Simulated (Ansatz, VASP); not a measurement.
# Pt: VASP beside Ansatz

```
Pt
1.0
     0.00000    1.96090    1.96090
     1.96090    0.00000    1.96090
     1.96090    1.96090    0.00000
Pt
1
Direct
  0.00000 0.00000 0.00000
```

Alike in both runs: task single point; functional PBE; k mesh 14 × 14 × 14; occupations gaussian, width 0.05 eV; no spin polarisation.

```csv
,VASP,Ansatz
version,VASP 6.6.1,Ansatz 0.2.0
potentials or method,"VASP PAW PBE potentials, release 64 (Pt), cutoff 520 eV","scalar-relativistic, plane waves, PAW"
valence electrons in the cell,10,18
```

```csv
,VASP,Ansatz,Ansatz less VASP
gap on the k mesh at the Fermi level (eV),none,none,-
pressure (GPa),9.3,9.8,+0.52
```

A gap of «none» marks a metal or a gap that the smearing closes. VASP's potentials hold 10 valence electrons a cell and Ansatz's 18, so a difference there can come from the potentials and not from the codes.

Neither program's run includes spin-orbit coupling.
